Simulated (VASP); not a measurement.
Write the native input for VASP 6.6.1 that does the following.

| Item | Value |
| --- | --- |
| Task | single point |
| Functional | PBEsol |
| Potentials or basis | VASP PAW PBE potentials, release 64 (Au, Cu) |
| Cutoff | 520 eV |
| k mesh | 9 × 9 × 7 |
| Occupations | fermi-dirac, width 0.05 eV |
| Spin | no spin polarisation |
| Dipole correction | no |
| Further INCAR settings | ALGO = Normal; EDIFF = 1e-06; NBANDS = 18 |

The structure of CuAu lies in POSCAR:

```
CuAu
1.0
    2.8477372423      0.0000000000      0.0000000000
    0.0000000000      2.8477372423      0.0000000000
    0.0000000000      0.0000000000      3.7334924031
Au Cu
1 1
Direct
    0.0000000000      0.0000000000      0.0000000000
    0.5000000000      0.5000000000      0.5000000000
```

This cell differs from its parent crystal: volume scaled by 1.04.

One way to write it, as run:

INCAR

```
  PREC = Accurate
  ENCUT = 520
  EDIFF = 1E-6
  ISMEAR = -1
  SIGMA = 0.05
  LREAL = F
  LASPH = T
  NELM = 100
  ALGO = Normal
  ISIF = 2
  LWAVE = F
  LCHARG = T
  GGA = PS
  LELF = T
  LVHAR = T
  NBANDS = 18
```

KPOINTS

```
Automatic mesh
0
Gamma
  9 9 7
```

Potentials or basis: VASP PAW PBE potentials, release 64 (Au, Cu).

Command:

```sh
$ cat potpaw_PBE.64/Au/POTCAR potpaw_PBE.64/Cu/POTCAR > POTCAR
$ mpirun -np 1 vasp_std > vasp.out
```

It gave:

* Pressure: -9.2 GPa
* Band gap on the k mesh: zero (band 11 reaches 11.28 eV, above the bottom of band 12 at 6.10 eV)

Caveat: the PAW data sets were made with another functional, which shifts forces and pressure a little; spin-orbit coupling is left out, which moves the levels of the heavy elements.

Wall time 24 s on 1 thread of AMD EPYC 7R13 Processor (Zen 3) (shared host), peak memory 0.14 GiB.
